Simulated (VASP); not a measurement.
# CuSi16 (a cell with a defect) in VASP: single point with PBE

Aim: the single point of CuSi16 (a cell with a defect) with PBE.

Program: VASP 6.6.1. These are calculated values, not measurements. Logs are shortened: lines on timing, memory, paths and dates and some standing lists are left out, and cuts for length are marked.

**1. The cell of the first run**

The cell holds a defect, 17 atoms: a = 7.679 Å, b = 7.679 Å, c = 7.679 Å, α = 60.00°, β = 60.00°, γ = 60.00°.

**2. Single point, PBE**

Input file INCAR:

```
PREC = Accurate ; ENCUT = 520
EDIFF = 1E-6 ; ISMEAR = 0
SIGMA = 0.05 ; LREAL = Auto
LASPH = True ; NELM = 60
ALGO = Normal ; ISIF = 2
LWAVE = False ; LCHARG = False
GGA = PE ; NELECT = 74.0
NBANDS = 52
```

Input file KPOINTS:

```
regular mesh
0
Gamma
  2 2 2
```

Input file POSCAR:

```
CuSi16
1.0
    0.0000000000      5.4300000000      5.4300000000
    5.4300000000      0.0000000000      5.4300000000
    5.4300000000      5.4300000000      0.0000000000
Si Cu
16 1
Direct
   -0.0062497238      0.0079290976      0.0006476980
    0.1145255064      0.1451562615      0.1141035912
   -0.0180809392      0.0067575506      0.5067562615
    0.1117505525      0.1274792818      0.6274897790
    0.0008558011      0.5154408840      0.0173114180
    0.1336846225      0.6350706262      0.1367273481
   -0.0060950276      0.5006160221      0.5097443831
    0.1146862799      0.6145085635      0.6465927256
    0.4985263352      0.0113071823     -0.0188624309
    0.6222975138      0.1242269797      0.1155339779
    0.4839141805     -0.0099139963      0.4892145488
    0.6137954880      0.1112063536      0.6100943831
    0.5059057090      0.4974648250     -0.0022961326
    0.6325421731      0.6199907919      0.1201793738
    0.4985534070      0.4820569061      0.5117438306
    0.6224775322      0.6164651934      0.6244379374
    0.3003460405      0.8082686924      0.3083561694
```

Potentials or basis: VASP PAW PBE potentials, release 64 (Si, Cu).

Launch:

```bash
$ cat potpaw_PBE.64/Si/POTCAR potpaw_PBE.64/Cu/POTCAR > POTCAR
$ mpirun -np 1 vasp_std > vasp.out
```

OUTCAR:

```text
PREC = Accurate
   ENCUT = 520
   EDIFF = 1E-6
   ISMEAR = 0
   LREAL = Auto
   LASPH = True
   NELM = 60
   ISIF = 2
   GGA = PE
   NELECT = 74.0

 ion  position               nearest neighbor table
   1  0.994  0.008  0.001-   2 2.33  10 2.33   4 2.34   6 2.34
   2  0.115  0.145  0.114-   1 2.33   5 2.34  17 2.35   9 2.41   3 2.46
   3  0.982  0.007  0.507-  12 2.32   4 2.33  17 2.34   8 2.46   2 2.46
   4  0.112  0.127  0.627-   3 2.33  11 2.34   1 2.34   7 2.34
   5  0.001  0.515  0.017-  14 2.32   6 2.33   2 2.34   8 2.34
   6  0.134  0.635  0.137-   5 2.33  13 2.34   1 2.34   7 2.35
   7  0.994  0.501  0.510-   8 2.33  16 2.33   4 2.34   6 2.35
   8  0.115  0.615  0.647-   7 2.33   5 2.34  17 2.36  15 2.41   3 2.46
   9  0.499  0.011  0.981-  10 2.33  12 2.34  17 2.39   2 2.41  14 2.45
  10  0.622  0.124  0.116-   9 2.33   1 2.33  13 2.34  11 2.35
  11  0.484  0.990  0.489-  12 2.33   4 2.34  10 2.35  16 2.35
  12  0.614  0.111  0.610-   3 2.32  11 2.33  15 2.34   9 2.34
  13  0.506  0.497  0.998-  14 2.33   6 2.34  16 2.34  10 2.34
  14  0.633  0.620  0.120-   5 2.32  17 2.32  13 2.33   9 2.45  15 2.46
  15  0.499  0.482  0.512-  16 2.33  12 2.34  17 2.38   8 2.41  14 2.46
  16  0.622  0.616  0.624-  15 2.33   7 2.33  13 2.34  11 2.35
  17  0.300  0.808  0.308-  14 2.32   3 2.34   2 2.35   8 2.36  15 2.38   9 2.39

  LATTYP: Found a face centered cubic cell.
 ALAT       =    10.8600000000

  Lattice vectors:

 A1 = (   0.0000000000,   5.4300000000,   5.4300000000)
 A2 = (   5.4300000000,   0.0000000000,   5.4300000000)
 A3 = (   5.4300000000,   5.4300000000,   0.0000000000)

Analysis of symmetry for initial positions (statically):
=====================================================================
 Subroutine PRICEL returns:
 Original cell was already a primitive cell.

 Routine SETGRP: Setting up the symmetry group for a
 face centered cubic supercell.

 Subroutine GETGRP returns: Found  1 space group operations
 (whereof  1 operations were pure point group operations)
 out of a pool of 48 trial point group operations.

The static configuration has the point symmetry C_1 .

Analysis of symmetry for dynamics (positions and initial velocities):
=====================================================================
 Subroutine PRICEL returns:
 Original cell was already a primitive cell.

 Routine SETGRP: Setting up the symmetry group for a
 face centered cubic supercell.

 Subroutine GETGRP returns: Found  1 space group operations
 (whereof  1 operations were pure point group operations)
 out of a pool of 48 trial point group operations.

The dynamic configuration has the point symmetry C_1 .

 Subroutine INISYM returns: Found  1 space group operations
 (whereof  1 operations are pure point group operations),
 and found     1 'primitive' translations

----------------------------------------------------------------------------------------

                                     Primitive cell

  volume of cell :     320.2060

  direct lattice vectors                    reciprocal lattice vectors
     0.000000000  5.430000000  5.430000000    -0.092081031  0.092081031  0.092081031
     5.430000000  0.000000000  5.430000000     0.092081031 -0.092081031  0.092081031
     5.430000000  5.430000000  0.000000000     0.092081031  0.092081031 -0.092081031

  length of vectors
     7.679179644  7.679179644  7.679179644     0.159489025  0.159489025  0.159489025

  position of ions in fractional coordinates (direct lattice)
     0.993750276  0.007929098  0.000647698
     0.114525506  0.145156261  0.114103591
     0.981919061  0.006757551  0.506756262
     0.111750552  0.127479282  0.627489779
     0.000855801  0.515440884  0.017311418
     0.133684622  0.635070626  0.136727348
[... 9 lines left out ...]
     0.622477532  0.616465193  0.624437937
     0.300346041  0.808268692  0.308356169

  ion indices of the primitive-cell ions
   primitive index   ion index
                 1           1
                 2           2
                 3           3
                 4           4
                 5           5
                 6           6
[... 9 lines left out ...]
                16          16
                17          17

----------------------------------------------------------------------------------------

 KPOINTS: regular mesh

Automatic generation of k-mesh.
 Grid dimensions read from file:
 generate k-points for:    2    2    2

 Generating k-lattice:

  Cartesian coordinates                     Fractional coordinates (reciprocal lattice)
    -0.046040516  0.046040516  0.046040516     0.500000000  0.000000000  0.000000000
     0.046040516 -0.046040516  0.046040516     0.000000000  0.500000000  0.000000000
     0.046040516  0.046040516 -0.046040516     0.000000000  0.000000000  0.500000000

  Length of vectors
     0.079744512  0.079744512  0.079744512

  Shift w.r.t. Gamma in fractional coordinates (k-lattice)
     0.000000000  0.000000000  0.000000000

 Subroutine IBZKPT returns following result:
 ===========================================

 Found      8 irreducible k-points:

 Following reciprocal coordinates:
            Coordinates               Weight
  0.000000  0.000000  0.000000      1.000000
  0.500000  0.000000  0.000000      1.000000
  0.000000  0.500000  0.000000      1.000000
  0.000000  0.000000  0.500000      1.000000
  0.500000  0.500000  0.500000      1.000000
  0.500000  0.500000  0.000000      1.000000
  0.000000  0.500000  0.500000      1.000000
  0.500000  0.000000  0.500000      1.000000
   k-points           NKPTS =      8   k-points in BZ     NKDIM =      8   number of bands    NBANDS=     52
   number of dos      NEDOS =    301   number of ions     NIONS =     17
   total plane-waves  NPLWV = 216000
   dimension x,y,z NGX =    60 NGY =   60 NGZ =   60
   dimension x,y,z NGXF=   120 NGYF=  120 NGZF=  120
   ions per type =              16   1
   NGX,Y,Z   is equivalent  to a cutoff of  12.99, 12.99, 12.99 a.u.
   NGXF,Y,Z  is equivalent  to a cutoff of  25.98, 25.98, 25.98 a.u.
 SYSTEM =  unknown system
   PREC   = accura    normal or accurate (medium, high low for compatibility)
   ISTART =      0    job   : 0-new  1-cont  2-samecut
   ICHARG =      2    charge: 1-file 2-atom 10-const
   ISPIN  =      1    spin polarized calculation?
   LNONCOLLINEAR =      F non collinear calculations
   LSORBIT =      F    spin-orbit coupling
   LASPH  =      T    aspherical Exc in radial PAW
   ENCUT  =  520.0 eV  38.22 Ry    6.18 a.u.  14.28 14.28 14.28*2*pi/ulx,y,z
   NELM   =     60;   NELMIN=  2; NELMDL= -5     # of ELM steps
   EDIFF  = 0.1E-05   stopping-criterion for ELM
   LREAL  =      T    real-space projection
   EDIFFG = 0.1E-04   stopping-criterion for IOM
   NSW    =      0    number of steps for IOM
   IBRION =     -1    ionic relax: 0-MD 1-quasi-New 2-CG
   NFREE  =      0    steps in history (QN), initial steepest desc. (CG)
   ISIF   =      2    stress and relaxation
   ISYM   =      2    0-nonsym 1-usesym 2-fastsym
   POTIM  = 0.5000    time-step for ionic-motion
   TEBEG  =    0.0;   TEEND  =   0.0 temperature during run
   PSTRESS=    0.0 pullay stress
   NELECT =      74.0000    total number of electrons
   NUPDOWN=      -1.0000    fix difference up-down
   EMIN   =  10.00;   EMAX   =-10.00  energy-range for DOS
   EFERMI =   0.00;   METHOD = LEGACY
   ISMEAR =     0;   SIGMA  =   0.05  broadening in eV -4-tet -1-fermi 0-gaus
   EFERMI_NEDOS =   21; number of points for ismear=-14 and -15
   IALGO  =     38    algorithm
   IMIX   =      4    mixing-type and parameters
     AMIX     =   0.40;   BMIX     =  1.00
     AMIX_MAG =   1.60;   BMIX_MAG =  1.00
  volume/ion in A,a.u.               =      18.84       127.11
  Fermi-wavevector in a.u.,A,eV,Ry     =   1.004636  1.898488 13.732283  1.009294
  Thomas-Fermi vector in A             =   2.137265
   LORBIT       =      0    0 simple, 1 ext, 2 COOP (PROOUT), +10 PAW based schemes
   GGA     = PE    functional components
   LHFCALC =     F    Hartree Fock is set to
   AEXX    =    0.0000 exact exchange contribution
   IVDW    =     0    specifies the selected vdW correction
   LEPSILON=     F    determine dielectric tensor
   LRPA    =     F    only Hartree local field effects (RPA)
 non-spin polarized calculation
 Gauss-broadening in eV      SIGMA  =   0.05
  energy-cutoff  :      520.00
  volume of cell :      320.21
 maximum number of plane-waves:      8646
 NGX is ok and might be reduce to    60
   NGX = 29   NGY = 29   NGZ = 29

 number of electron      74.0000000 magnetization

 Free energy of the ion-electron system (eV)
  ---------------------------------------------------
  ext. energy  EPLUGINS =         0.00000000
  ---------------------------------------------------
  free energy    TOTEN  =       -94.17275058 eV

  energy without entropy =      -94.17199998  energy(sigma->0) =      -94.17237528

 E-fermi :   6.4182     XC(G=0):  -9.6150

 val. band max:        6.3430833956   @ k =   0.0000   0.0000   0.0000
 cond. band min:       6.4939945934   @ k =   0.0000   0.0000   0.0000
 fundamental gap:      0.1509111978
 Fermi energy:         6.4181552791

 k-point     1 :       0.0000    0.0000    0.0000
  band No.  band energies     occupation
      1      -5.8994      2.00000
      2      -3.5558      2.00000
      3      -3.5145      2.00000
      4      -3.4860      2.00000
      5      -3.4712      2.00000
      6      -1.9495      2.00000
[... 41 lines left out ...]
     48       8.4148      0.00000
     49       8.5050      0.00000

 k-point     2 :       0.5000    0.0000    0.0000
  band No.  band energies     occupation
      1      -5.1842      2.00000
      2      -4.9858      2.00000
      3      -3.3229      2.00000
      4      -3.2434      2.00000
      5      -3.1187      2.00000
      6      -3.1017      2.00000
[... 304 lines left out ...]
 k-point     8 :       0.5000    0.0000    0.5000
  band No.  band energies     occupation
      1      -4.9315      2.00000
      2      -4.7191      2.00000
      3      -3.9170      2.00000
      4      -3.7719      2.00000
      5      -3.7505      2.00000
      6      -3.7348      2.00000
[... 41 lines left out ...]
     48      10.4315      0.00000
     49      10.4638      0.00000
 [bands above 49 left out]

------------------------ aborting loop because EDIFF is reached ----------------------------------------

  FORCE on cell =-STRESS in cart. coord.  units (eV):
  Direction    XX          YY          ZZ          XY          YZ          ZX
  --------------------------------------------------------------------------------------
  -------------------------------------------------------------------------------------
  Total       -0.6587470     -1.1491230     -1.1458109     -0.0056726      1.1012723     -0.0158606
  in kB       -3.2960952     -5.7497320     -5.7331597     -0.0283833      5.5103070     -0.0793600
  external PRESSURE =      -4.9263289 kB  Pullay stress =       0.0000000 kB

 VOLUME and BASIS-vectors are now :
 -----------------------------------------------------------------------------
  energy-cutoff  :      520.00
  volume of cell :      320.21
      direct lattice vectors                 reciprocal lattice vectors
     0.000000000  5.430000000  5.430000000    -0.092081031  0.092081031  0.092081031
     5.430000000  0.000000000  5.430000000     0.092081031 -0.092081031  0.092081031
     5.430000000  5.430000000  0.000000000     0.092081031  0.092081031 -0.092081031

 POSITION                                       TOTAL-FORCE (eV/Angst)
 -----------------------------------------------------------------------------------
      0.04657      5.39958      5.43912         0.016350      0.003147      0.007183
      1.40778      1.24146      1.41007         0.011641      0.005888     -0.000650
      2.78838      8.08351      5.36851         0.000468      0.004029      0.000149
      4.09948      4.01408      1.29902         0.013382     -0.014276     -0.013991
      2.89284      0.09865      2.80349         0.010619     -0.001939      0.009063
      4.19086      1.46834      4.17434        -0.000989      0.007651      0.016357
[... 9 lines left out ...]
      6.73810      6.77075      6.72746         0.003447     -0.002413     -0.004746
      6.06327      3.30525      6.01978        -0.048991     -0.029072     -0.036185
 -----------------------------------------------------------------------------------
    total drift:                               -0.000470      0.000304      0.003495

  FREE ENERGIE OF THE ION-ELECTRON SYSTEM (eV)
  ---------------------------------------------------
  free  energy   TOTEN  =       -94.1727505767 eV

  energy  without entropy=      -94.1719999767  energy(sigma->0) =      -94.17237528
```

It took 2.6 min on 1 thread of Intel Xeon 6975P-C (Granite Rapids), shared host; peak memory 0.5 GiB.

Results:

```
Free energy   : -94.1728 eV
Largest force : 0.067 eV/Å
```

Forces on the atoms (eV/Å):
```
Si   0.016  0.003  0.007
Si   0.012  0.006 -0.001
Si   0.000  0.004  0.000
Si   0.013 -0.014 -0.014
Si   0.011 -0.002  0.009
Si  -0.001  0.008  0.016
Si   0.005 -0.001  0.002
Si   0.007 -0.009  0.003
Si  -0.005 -0.011  0.013
Si   0.006  0.000  0.000
Si  -0.002 -0.001 -0.008
Si   0.006 -0.003 -0.006
Si   0.013  0.005  0.002
Si  -0.021  0.030  0.036
Si  -0.015  0.017 -0.021
Si   0.003 -0.002 -0.005
Cu  -0.049 -0.029 -0.036
```

Levels at points of the mesh, in eV from the Fermi level:
| k point | band 33 | band 34 | band 35 | band 36 | band 37 | band 38 | band 39 | band 40 | band 41 | band 42 |
| --- | --- | --- | --- | --- | --- | --- | --- | --- | --- | --- |
| (0.00, 0.00, 0.00) | -1.19 | -1.12 | -0.51 | -0.15 | -0.08 | 0.08 | 0.11 | 0.53 | 0.57 | 0.74 |
| (0.50, 0.00, 0.00) | -2.01 | -1.09 | -0.98 | -0.92 | -0.69 | 0.67 | 1.03 | 1.10 | 1.30 | 1.41 |
| (0.00, 0.50, 0.00) | -2.01 | -1.09 | -1.01 | -0.93 | -0.75 | 0.66 | 1.03 | 1.08 | 1.27 | 1.39 |
| (0.00, 0.00, 0.50) | -2.01 | -1.08 | -1.01 | -0.93 | -0.75 | 0.66 | 1.02 | 1.08 | 1.27 | 1.39 |
| (0.50, 0.50, 0.50) | -2.19 | -0.94 | -0.92 | -0.61 | -0.44 | 0.56 | 0.99 | 1.44 | 1.47 | 1.54 |
| (0.50, 0.50, 0.00) | -1.81 | -1.67 | -1.49 | -1.46 | -1.19 | 0.71 | 0.82 | 1.88 | 2.07 | 2.20 |
| (0.00, 0.50, 0.50) | -1.85 | -1.67 | -1.50 | -1.49 | -1.13 | 0.72 | 0.80 | 1.87 | 2.08 | 2.20 |
| (0.50, 0.00, 0.50) | -1.80 | -1.67 | -1.49 | -1.46 | -1.19 | 0.71 | 0.82 | 1.89 | 2.06 | 2.20 |

Caveat: the k points lie up to 0.50 Å⁻¹ apart; the cell carries a net charge on a neutralising background, which shifts energy and pressure; the cell is charged against a uniform background, so pressure and absolute levels hang on convention.
